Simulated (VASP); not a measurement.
# ZnSe (Pm-3m) in VASP: notebook

Runs on ZnSe. Level: PBEsol. Tasks: single point.

Everything below comes from runs of VASP 6.6.1. Logs are shortened: lines on timing, memory, paths and dates and some standing lists are left out, and cuts for length are marked.

### 1 The cell of the first run

The structure is cubic, space group Pm-3m (No. 221). Conventional cell: a = 3.325 Å, b = 3.325 Å, c = 3.325 Å, α = 90.00°, β = 90.00°, γ = 90.00°. Within 3.8 Å of Zn (site symmetry m-3m) lie 8 Se at 2.88 Å and 6 Zn at 3.33 Å. Se (site symmetry m-3m) has 8 Zn at 2.88 Å and 6 Se at 3.33 Å within 3.8 Å.

### 2 Single point, PBEsol

The input, INCAR:

```
SYSTEM = ZnSe
PREC = Accurate
ENCUT = 520
EDIFF = 1E-7
ISMEAR = 0
SIGMA = 0.5
LREAL = .False.
LASPH = .True.
NELM = 80
ALGO = Normal
ISIF = 2
LWAVE = .False.
LCHARG = .False.
GGA = PS
NBANDS = 16
```

The input, KPOINTS:

```
regular mesh
0
Gamma
  6 6 6
  0 0 0
```

The input, POSCAR:

```
ZnSe
1.0
    3.3251530431      0.0000000000      0.0000000000
    0.0000000000      3.3251530431      0.0000000000
    0.0000000000      0.0000000000      3.3251530431
Zn Se
1 1
Direct
    0.0000000000      0.0000000000      0.0000000000
    0.5000000000      0.5000000000      0.5000000000
```

Potentials or basis: VASP PAW PBE potentials, release 64 (Zn, Se).

Launch:

```console
$ cat potpaw_PBE.64/Zn/POTCAR potpaw_PBE.64/Se/POTCAR > POTCAR
$ mpirun -np 1 vasp_std > vasp.out
```

OUTCAR:

```text
SYSTEM = ZnSe
   PREC = Accurate
   ENCUT = 520
   EDIFF = 1E-7
   ISMEAR = 0
   LREAL = .False.
   LASPH = .True.
   NELM = 80
   ISIF = 2
   GGA = PS

 ion  position               nearest neighbor table
   1  0.000  0.000  0.000-   2 2.88   2 2.88   2 2.88   2 2.88   2 2.88   2 2.88   2 2.88   2 2.88

   2  0.500  0.500  0.500-   1 2.88   1 2.88   1 2.88   1 2.88   1 2.88   1 2.88   1 2.88   1 2.88

  LATTYP: Found a simple cubic cell.
 ALAT       =     3.3251530431

  Lattice vectors:

 A1 = (   3.3251530431,   0.0000000000,   0.0000000000)
 A2 = (   0.0000000000,   3.3251530431,   0.0000000000)
 A3 = (   0.0000000000,   0.0000000000,   3.3251530431)

Analysis of symmetry for initial positions (statically):
=====================================================================
 Subroutine PRICEL returns:
 Original cell was already a primitive cell.

 Routine SETGRP: Setting up the symmetry group for a
 simple cubic supercell.

 Subroutine GETGRP returns: Found 48 space group operations
 (whereof 48 operations were pure point group operations)
 out of a pool of 48 trial point group operations.

The static configuration has the point symmetry O_h .

Analysis of symmetry for dynamics (positions and initial velocities):
=====================================================================
 Subroutine PRICEL returns:
 Original cell was already a primitive cell.

 Routine SETGRP: Setting up the symmetry group for a
 simple cubic supercell.

 Subroutine GETGRP returns: Found 48 space group operations
 (whereof 48 operations were pure point group operations)
 out of a pool of 48 trial point group operations.

The dynamic configuration has the point symmetry O_h .

 Subroutine INISYM returns: Found 48 space group operations
 (whereof 48 operations are pure point group operations),
 and found     1 'primitive' translations

----------------------------------------------------------------------------------------

                                     Primitive cell

  volume of cell :      36.7650

  direct lattice vectors                    reciprocal lattice vectors
     3.325153043  0.000000000  0.000000000     0.300738037  0.000000000  0.000000000
     0.000000000  3.325153043  0.000000000     0.000000000  0.300738037  0.000000000
     0.000000000  0.000000000  3.325153043     0.000000000  0.000000000  0.300738037

  length of vectors
     3.325153043  3.325153043  3.325153043     0.300738037  0.300738037  0.300738037

  position of ions in fractional coordinates (direct lattice)
     0.000000000  0.000000000  0.000000000
     0.500000000  0.500000000  0.500000000

  ion indices of the primitive-cell ions
   primitive index   ion index
                 1           1
                 2           2

----------------------------------------------------------------------------------------

 KPOINTS: regular mesh

Automatic generation of k-mesh.
 Grid dimensions read from file:
 generate k-points for:    6    6    6

 Generating k-lattice:

  Cartesian coordinates                     Fractional coordinates (reciprocal lattice)
     0.050123006  0.000000000  0.000000000     0.166666667  0.000000000  0.000000000
     0.000000000  0.050123006  0.000000000     0.000000000  0.166666667  0.000000000
     0.000000000  0.000000000  0.050123006     0.000000000  0.000000000  0.166666667

  Length of vectors
     0.050123006  0.050123006  0.050123006

  Shift w.r.t. Gamma in fractional coordinates (k-lattice)
     0.000000000  0.000000000  0.000000000

 Subroutine IBZKPT returns following result:
 ===========================================

 Found     20 irreducible k-points:

 Following reciprocal coordinates:
            Coordinates               Weight
  0.000000  0.000000  0.000000      1.000000
  0.166667  0.000000  0.000000      6.000000
  0.333333  0.000000  0.000000      6.000000
  0.500000  0.000000  0.000000      3.000000
  0.166667  0.166667  0.000000     12.000000
  0.333333  0.166667  0.000000     24.000000
[... 12 lines left out ...]
  0.500000  0.500000  0.333333      6.000000
  0.500000  0.500000  0.500000      1.000000
   k-points           NKPTS =     20   k-points in BZ     NKDIM =     20   number of bands    NBANDS=     16
   number of dos      NEDOS =    301   number of ions     NIONS =      2
   total plane-waves  NPLWV =  21952
   dimension x,y,z NGX =    28 NGY =   28 NGZ =   28
   dimension x,y,z NGXF=    56 NGYF=   56 NGZF=   56
   ions per type =               1   1
   NGX,Y,Z   is equivalent  to a cutoff of  14.00, 14.00, 14.00 a.u.
   NGXF,Y,Z  is equivalent  to a cutoff of  28.00, 28.00, 28.00 a.u.
 SYSTEM =  ZnSe
   PREC   = accura    normal or accurate (medium, high low for compatibility)
   ISTART =      0    job   : 0-new  1-cont  2-samecut
   ICHARG =      2    charge: 1-file 2-atom 10-const
   ISPIN  =      1    spin polarized calculation?
   LNONCOLLINEAR =      F non collinear calculations
   LSORBIT =      F    spin-orbit coupling
   LASPH  =      T    aspherical Exc in radial PAW
   ENCUT  =  520.0 eV  38.22 Ry    6.18 a.u.   6.18  6.18  6.18*2*pi/ulx,y,z
   NELM   =     80;   NELMIN=  2; NELMDL= -5     # of ELM steps
   EDIFF  = 0.1E-06   stopping-criterion for ELM
   LREAL  =      F    real-space projection
   EDIFFG = 0.1E-05   stopping-criterion for IOM
   NSW    =      0    number of steps for IOM
   IBRION =     -1    ionic relax: 0-MD 1-quasi-New 2-CG
   NFREE  =      0    steps in history (QN), initial steepest desc. (CG)
   ISIF   =      2    stress and relaxation
   ISYM   =      2    0-nonsym 1-usesym 2-fastsym
   POTIM  = 0.5000    time-step for ionic-motion
   TEBEG  =    0.0;   TEEND  =   0.0 temperature during run
   PSTRESS=    0.0 pullay stress
   NELECT =      18.0000    total number of electrons
   NUPDOWN=      -1.0000    fix difference up-down
   EMIN   =  10.00;   EMAX   =-10.00  energy-range for DOS
   EFERMI =   0.00;   METHOD = LEGACY
   ISMEAR =     0;   SIGMA  =   0.50  broadening in eV -4-tet -1-fermi 0-gaus
   EFERMI_NEDOS =   21; number of points for ismear=-14 and -15
   IALGO  =     38    algorithm
   IMIX   =      4    mixing-type and parameters
     AMIX     =   0.40;   BMIX     =  1.00
     AMIX_MAG =   1.60;   BMIX_MAG =  1.00
  volume/ion in A,a.u.               =      18.38       124.05
  Fermi-wavevector in a.u.,A,eV,Ry     =   1.290290  2.438295 22.651639  1.664849
  Thomas-Fermi vector in A             =   2.422131
   LORBIT       =      0    0 simple, 1 ext, 2 COOP (PROOUT), +10 PAW based schemes
   GGA     = PS    functional components
   LHFCALC =     F    Hartree Fock is set to
   AEXX    =    0.0000 exact exchange contribution
   IVDW    =     0    specifies the selected vdW correction
   LEPSILON=     F    determine dielectric tensor
   LRPA    =     F    only Hartree local field effects (RPA)
 non-spin polarized calculation
 Gauss-broadening in eV      SIGMA  =   0.50
  energy-cutoff  :      520.00
  volume of cell :       36.77
 maximum number of plane-waves:      1021
 NGX is ok and might be reduce to    28
   NGX = 13   NGY = 13   NGZ = 13

 number of electron      17.9999997 magnetization

 Free energy of the ion-electron system (eV)
  ---------------------------------------------------
  ext. energy  EPLUGINS =         0.00000000
  ---------------------------------------------------
  free energy    TOTEN  =        -5.29423137 eV

  energy without entropy =       -5.16611089  energy(sigma->0) =       -5.23017113

 E-fermi :   3.9790     XC(G=0): -10.9424

 val. band max:        3.9338009288   @ k =   0.3333   0.1667   0.0000
 cond. band min:       4.0829750612   @ k =   0.5000   0.3333   0.3333
 fundamental gap:      0.1491741324
 Fermi energy:         3.9790120208

 k-point     1 :       0.0000    0.0000    0.0000
  band No.  band energies     occupation
      1     -10.6955      2.00000
      2      -3.0798      2.00000
      3      -3.0798      2.00000
      4      -2.7731      2.00000
      5      -2.7731      2.00000
      6      -2.7731      2.00000
[... 8 lines left out ...]
     15      15.1389      0.00000
     16      19.5365      0.00000

 k-point     2 :       0.1667    0.0000    0.0000
  band No.  band energies     occupation
      1     -10.4491      2.00000
      2      -3.0676      2.00000
      3      -3.0675      2.00000
      4      -2.8227      2.00000
      5      -2.8227      2.00000
      6      -2.7698      2.00000
[... 8 lines left out ...]
     15      14.1362      0.00000
     16      18.7992      0.00000

 k-point     3 :       0.3333    0.0000    0.0000
  band No.  band energies     occupation
      1      -9.8457      2.00000
      2      -3.3216      2.00000
      3      -3.0430      2.00000
      4      -2.9155      2.00000
      5      -2.9155      2.00000
      6      -2.7631      2.00000
[... 8 lines left out ...]
     15      15.8859      0.00000
     16      16.9165      0.00000

 k-point     4 :       0.5000    0.0000    0.0000
  band No.  band energies     occupation
      1      -9.4511      2.00000
      2      -3.8847      2.00000
      3      -3.0307      2.00000
      4      -2.9592      2.00000
      5      -2.9592      2.00000
      6      -2.7597      2.00000
[... 8 lines left out ...]
     15      14.5155      0.00000
     16      20.5580      0.00000
[... 248 lines left out ...]
 k-point    18 :       0.5000    0.3333    0.3333
  band No.  band energies     occupation
      1      -8.1742      2.00000
      2      -3.2625      2.00000
      3      -3.2390      2.00000
      4      -2.9079      2.00000
      5      -2.7639      2.00000
      6      -2.7046      2.00000
[... 8 lines left out ...]
     15      18.7124      0.00000
     16      20.4286      0.00000

 k-point    19 :       0.5000    0.5000    0.3333
  band No.  band energies     occupation
      1      -7.8916      2.00000
      2      -3.2983      2.00000
      3      -3.2983      2.00000
      4      -3.1187      2.00000
      5      -2.7320      2.00000
      6      -2.6516      2.00000
[... 8 lines left out ...]
     15      21.5887      0.00000
     16      21.5887      0.00000

 k-point    20 :       0.5000    0.5000    0.5000
  band No.  band energies     occupation
      1      -7.5870      2.00000
      2      -3.3877      2.00000
      3      -3.3877      2.00000
      4      -3.3877      2.00000
      5      -2.6501      2.00000
      6      -2.6501      2.00000
[... 8 lines left out ...]
     15      23.1669      0.00000
     16      23.1669      0.00000

------------------------ aborting loop because EDIFF is reached ----------------------------------------

  FORCE on cell =-STRESS in cart. coord.  units (eV):
  Direction    XX          YY          ZZ          XY          YZ          ZX
  --------------------------------------------------------------------------------------
  -------------------------------------------------------------------------------------
  Total       -0.5506761     -0.5506761     -0.5506761     -0.0000000     -0.0000000      0.0000000
  in kB      -23.9978254    -23.9978254    -23.9978254     -0.0000000     -0.0000000      0.0000000
  external PRESSURE =     -23.9978254 kB  Pullay stress =       0.0000000 kB

 VOLUME and BASIS-vectors are now :
 -----------------------------------------------------------------------------
  energy-cutoff  :      520.00
  volume of cell :       36.77
      direct lattice vectors                 reciprocal lattice vectors
     3.325153043  0.000000000  0.000000000     0.300738037  0.000000000  0.000000000
     0.000000000  3.325153043  0.000000000     0.000000000  0.300738037  0.000000000
     0.000000000  0.000000000  3.325153043     0.000000000  0.000000000  0.300738037

 POSITION                                       TOTAL-FORCE (eV/Angst)
 -----------------------------------------------------------------------------------
      0.00000      0.00000      0.00000         0.000000      0.000000      0.000000
      1.66258      1.66258      1.66258         0.000000      0.000000      0.000000
 -----------------------------------------------------------------------------------
    total drift:                               -0.000000      0.000000     -0.000000

  FREE ENERGIE OF THE ION-ELECTRON SYSTEM (eV)
  ---------------------------------------------------
  free  energy   TOTEN  =        -5.2942313700 eV

  energy  without entropy=       -5.1661108863  energy(sigma->0) =       -5.23017113
```

Wall time 5.9 s (1 thread of Intel Xeon 6975P-C (Granite Rapids), shared host); peak memory 0.15 GiB.

What came out:

| Property | Result |
| --- | --- |
| Free energy | -5.2942 eV |
| Pressure | -2.4 GPa |
| Band gap on the k mesh | zero (band 9 reaches 4.31 eV, above the bottom of band 10 at 2.75 eV) |

Caveat: the PAW data sets were made with another functional, which shifts forces and pressure a little.

### 3 Single point, PBEsol

The input, INCAR:

```
SYSTEM = ZnSe
PREC = Accurate ; ENCUT = 520
EDIFF = 1E-6 ; ISMEAR = 0
SIGMA = 0.2 ; LREAL = .FALSE.
LASPH = .TRUE. ; NELM = 80
ALGO = Normal ; ISIF = 2
LWAVE = .FALSE. ; LCHARG = .FALSE.
GGA = PS ; NBANDS = 16
```

The input, KPOINTS:

```
Automatic mesh
0
G
  6 6 6
  0 0 0
```

POSCAR is that of step 2.

Potentials or basis: VASP PAW PBE potentials, release 64 (Zn, Se).

Launch:

```console
$ cat potpaw_PBE.64/Zn/POTCAR potpaw_PBE.64/Se/POTCAR > POTCAR
$ mpirun -np 1 vasp_std > vasp.out
```

Wall time 5.4 s (1 thread of Intel Xeon 6975P-C (Granite Rapids), shared host); peak memory 0.15 GiB.

The run converged. Its results:

```yaml
Free_energy: -5.2408 eV
Pressure: -2.9 GPa
Band_gap_on_the_k_mesh: zero (band 9 reaches 4.30 eV, above the bottom of band 10 at 2.74 eV)
```

Levels at points of the mesh, in eV from the Fermi level:
```csv
k point,band 7,band 8,band 9,band 10,band 11,band 12
"(0.00, 0.00, 0.00)",-1.25,-1.22,-1.22,-1.22,5.73,5.73
"(0.50, 0.00, 0.00)",-6.23,0.23,0.23,3.18,4.30,6.56
"(0.50, 0.50, 0.00)",-5.24,-5.24,-2.16,0.66,7.85,7.85
"(0.50, 0.50, 0.50)",-2.74,-2.74,-2.74,0.98,0.98,0.98
```

Caveat: the PAW data sets were made with another functional, which shifts forces and pressure a little.

### 4 Single point, PBEsol

The input, INCAR:

```
PREC     = Accurate       # precision mode
ENCUT    = 520            # plane-wave cutoff, eV
EDIFF    = 1E-7           # SCF threshold, eV
ISMEAR   = 1              # smearing method
SIGMA    = 0.5            # smearing width, eV
LREAL    = False          # projectors in reciprocal space
LASPH    = True           # aspherical terms in the spheres
NELM     = 80             # most SCF steps
ALGO     = Normal         # electronic algorithm
ISIF     = 2              # what is computed and relaxed
LWAVE    = False          # write WAVECAR
LCHARG   = True           # write CHGCAR
GGA      = PS             # functional
LELF     = True           # ELF
LVHAR    = True         
NBANDS   = 16             # bands
```

The input, KPOINTS:

```
regular mesh
0
Gamma
  6 6 6
```

POSCAR is that of step 3.

Potentials or basis: VASP PAW PBE potentials, release 64 (Zn, Se).

Launch:

```console
$ cat potpaw_PBE.64/Zn/POTCAR potpaw_PBE.64/Se/POTCAR > POTCAR
$ mpirun -np 1 vasp_std > vasp.out
```

OUTCAR:

```text
PREC = Accurate
   ENCUT = 520
   EDIFF = 1E-7
   ISMEAR = 1
   LREAL = False
   LASPH = True
   NELM = 80
   ISIF = 2
   GGA = PS

 ion  position               nearest neighbor table
   1  0.000  0.000  0.000-   2 2.88   2 2.88   2 2.88   2 2.88   2 2.88   2 2.88   2 2.88   2 2.88

   2  0.500  0.500  0.500-   1 2.88   1 2.88   1 2.88   1 2.88   1 2.88   1 2.88   1 2.88   1 2.88

  LATTYP: Found a simple cubic cell.
 ALAT       =     3.3251530431

  Lattice vectors:

[... 561 lines left out ...]
------------------------ aborting loop because EDIFF is reached ----------------------------------------

  FORCE on cell =-STRESS in cart. coord.  units (eV):
  Direction    XX          YY          ZZ          XY          YZ          ZX
  --------------------------------------------------------------------------------------
  -------------------------------------------------------------------------------------
  Total       -0.6708704     -0.6708704     -0.6708704      0.0000000     -0.0000000     -0.0000000
  in kB      -29.2357543    -29.2357543    -29.2357543      0.0000000     -0.0000000     -0.0000000
  external PRESSURE =     -29.2357543 kB  Pullay stress =       0.0000000 kB

 VOLUME and BASIS-vectors are now :
 -----------------------------------------------------------------------------
  energy-cutoff  :      520.00
  volume of cell :       36.77
      direct lattice vectors                 reciprocal lattice vectors
     3.325153043  0.000000000  0.000000000     0.300738037  0.000000000  0.000000000
     0.000000000  3.325153043  0.000000000     0.000000000  0.300738037  0.000000000
     0.000000000  0.000000000  3.325153043     0.000000000  0.000000000  0.300738037

 POSITION                                       TOTAL-FORCE (eV/Angst)
 -----------------------------------------------------------------------------------
      0.00000      0.00000      0.00000         0.000000      0.000000      0.000000
      1.66258      1.66258      1.66258         0.000000      0.000000      0.000000
 -----------------------------------------------------------------------------------
    total drift:                               -0.000000      0.000000     -0.000000

  FREE ENERGIE OF THE ION-ELECTRON SYSTEM (eV)
  ---------------------------------------------------
  free  energy   TOTEN  =        -5.2300179447 eV

  energy  without entropy=       -5.2340402541  energy(sigma->0) =       -5.23135871
```

It took 6.2 s on 1 thread of Intel Xeon 6975P-C (Granite Rapids), shared host; peak memory 0.16 GiB.

Results:

| Item | Value |
| --- | --- |
| Free energy | -5.2300 eV |
| Pressure | -2.9 GPa |
| Band gap on the k mesh | zero (band 9 reaches 4.30 eV, above the bottom of band 10 at 2.74 eV) |

Caveat: the PAW data sets were made with another functional, which shifts forces and pressure a little.

### 5 Overview

| smearing | gap on the mesh (eV) | pressure (GPa) |
| --- | --- | --- |
| gaussian 0.5 eV | none | -2.4 |
| gaussian 0.2 eV | none | -2.9 |
| methfessel-paxton 0.5 eV | none | -2.9 |

Alike in all rows: task single point; level PBEsol; potentials or basis VASP PAW PBE potentials, release 64 (Zn, Se); no spin polarisation; cell as given; k mesh 6 × 6 × 6; cutoff (eV) 520.

Every run on the cell as given and a fine mesh finds a metal.

Caveats: the PAW data sets were made with another functional, which shifts forces and pressure a little.

Absolute energies hang on the potentials; compare differences alone.
